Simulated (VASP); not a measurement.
# HfC: single point with PBEsol

Crystal: HfC.

```
Hf C
1.0
    -0.02325    2.31338    2.31338
     2.31338   -0.02325    2.31338
     2.31338    2.31338   -0.02325
Hf C
1 1
Direct
  0.50000 0.50000 0.50000
  0.00000 0.00000 0.00000
```

This cell differs from its parent crystal: equal xy, yz and zx shear strains of -1 %.

```json
{"Program": "VASP 6.6.1", "Task": "single point", "Functional": "PBEsol", "Potentials or basis": "VASP PAW PBE potentials, release 64 (Hf_pv, C)", "Cutoff": "520 eV", "k mesh": "15 × 15 × 15", "Occupations": "fermi-dirac, width 0.05 eV", "Spin": "no spin polarisation"}
```

```json
{"Pressure": "-7.0 GPa", "Band gap on the k mesh": "zero (bands 7 and 8 overlap by 1.46 eV)"}
```

Stress tensor (GPa, compression positive):
```
-6.97  1.62  1.62
 1.62 -6.97  1.62
 1.62  1.62 -6.97
```

Levels at points of the mesh, in eV from the Fermi level:
```tsv
k point	band 5	band 6	band 7	band 8	band 9	band 10
(0.00, 0.00, 0.00)	1.03	1.03	1.12	1.30	1.30	1.52
```

Wall time 120 s on 1 thread of Intel Xeon 8259CL, with other jobs on the host, peak memory 0.24 GiB.

Caveat: the cell differs from its parent crystal (equal xy, yz and zx shear strains of -1 %); the cell stands under tension; the PAW data sets were made with another functional, which shifts forces and pressure a little; spin-orbit coupling is left out, which moves the levels of the heavy elements.
